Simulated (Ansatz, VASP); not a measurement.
Two plane-wave programs on Si

```xyz
2
Lattice="0.0000 2.7899 2.7023 2.7899 0.0000 2.7023 2.7899 2.7899 0.0000" Properties=species:S:1:pos:R:3 pbc="T T T"
Si    0.0000    0.0000    0.0000
Si    1.3949    1.3949    1.3512
```

Change from the starting cell: strained cell.

Alike in both runs: task relaxation of the atoms; functional PBE; k mesh 8 × 8 × 8; occupations gaussian, width 0.02 eV; no spin polarisation.

|  | VASP | Ansatz |
| --- | --- | --- |
| version | VASP 6.6.1 | Ansatz 0.2.0 |
| potentials or method | VASP PAW PBE potentials, release 64 (Si), cutoff 450 eV | scalar-relativistic, plane waves, PAW |
| valence electrons in the cell | 8 | 8 |

```tsv
	VASP	Ansatz	Ansatz less VASP
gap on the k mesh at the Fermi level, each at its own relaxed structure (eV)	0.37	0.36	-0.003
```

Ansatz's warnings: stress scf threshold loose.

Noted on VASP's run: the relaxation stopped at its first step, so nothing moved.
